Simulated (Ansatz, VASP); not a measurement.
GaN: VASP beside Ansatz

```
CELL_PARAMETERS angstrom
3.21843 0.00000 0.00000
-1.60921 2.78724 0.00000
0.00000 0.00000 5.24303
ATOMIC_POSITIONS crystal
Ga 0.34498 0.66667 0.99913
Ga 0.67832 0.33333 0.49913
N 0.33333 0.66667 0.37587
N 0.66667 0.33333 0.87587
```

Change from the starting cell: all Ga atoms moved +0.037 Å, as atom 1 along Cartesian [1 0 0].

Alike in both runs: task single point; functional PBE; k mesh 12 × 12 × 6; occupations gaussian, width 0.05 eV; no spin polarisation.

```csv
,VASP,Ansatz
version,VASP 6.6.1,Ansatz 0.2.0
potentials or method,"VASP PAW PBE potentials, release 64 (Ga_d, N), cutoff 520 eV","scalar-relativistic, plane waves, PAW"
valence electrons in the cell,36,36
```

Ansatz gave:

```
gap on the k mesh at the Fermi level (eV)                     : 1.68
least direct gap on the mesh (eV)                             : 1.68
pressure (GPa)                                                : 0.1
traceless stress, the component that is largest in VASP (GPa) : -1.21
rms of the force components (eV/Å)                            : 0.257
```

Q: What did VASP give for the same quantities?

A: gap on the k mesh at the Fermi level (eV): 1.69; least direct gap on the mesh (eV): 1.69; pressure (GPa): 0.2; traceless stress, the component that is largest in VASP (GPa): -1.18; rms of the force components (eV/Å): 0.253.

Atom by atom the forces differ by 0.003 eV/Å (rms over components).
